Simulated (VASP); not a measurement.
The system is HgTe (Coloradoite).

```xyz
2
Lattice="0.0000 3.2145 3.2145 3.2145 0.0000 3.2145 3.2145 3.2145 0.0000" Properties=species:S:1:pos:R:3 pbc="T T T"
Hg    0.0000    0.0000    0.0000
Te    4.8217    4.8217    4.8217
```

* Program: VASP 6.6.1
* Task: relaxation of cell and atoms
* Functional: RPBE
* Potentials or basis: VASP PAW PBE potentials, release 64 (Hg, Te)
* Cutoff: 600 eV
* k mesh: 7 × 7 × 7
* Occupations: fermi-dirac, width 0.05 eV
* Spin: no spin polarisation

At the start: pressure 6.4 GPa; volume 33.22 Å³/atom.

**Question.** How do energy, volume and symmetry change on relaxing?

**Answer.** Over 5 steps the energy falls by 92.0 meV/atom and the volume is 38.62 Å³/atom (+16.3 %); space group F-43m (No. 216, to 0.05 Å).

Step by step:
```csv
step,energy change (eV),largest force (eV/Å),pressure (GPa),volume (Å³)
1,0.0000,0.0000,6.39,66.43
2,-0.1759,0.0000,-0.91,79.99
3,-0.1841,0.0000,0.04,77.11
4,-0.1841,0.0000,-0.04,77.34
5,-0.1841,0.0000,0.00,77.24
```

Final structure:
```yaml
crystal:
  lattice:
    - [0.00000, 3.38011, 3.38011]
    - [3.38011, 0.00000, 3.38011]
    - [3.38011, 3.38011, 0.00000]
  atoms:
    - { symbol: Hg, position: [0.00000, 0.00000, 0.00000] }
    - { symbol: Te, position: [0.75000, 0.75000, 0.75000] }
```

Caveat: the volume moved by over 15 % at a fixed basis, so the end points are rough; the PAW data sets were made with another functional, which shifts forces and pressure a little; the volume moved by +16 % from the deposited cell, more than functionals usually miss.
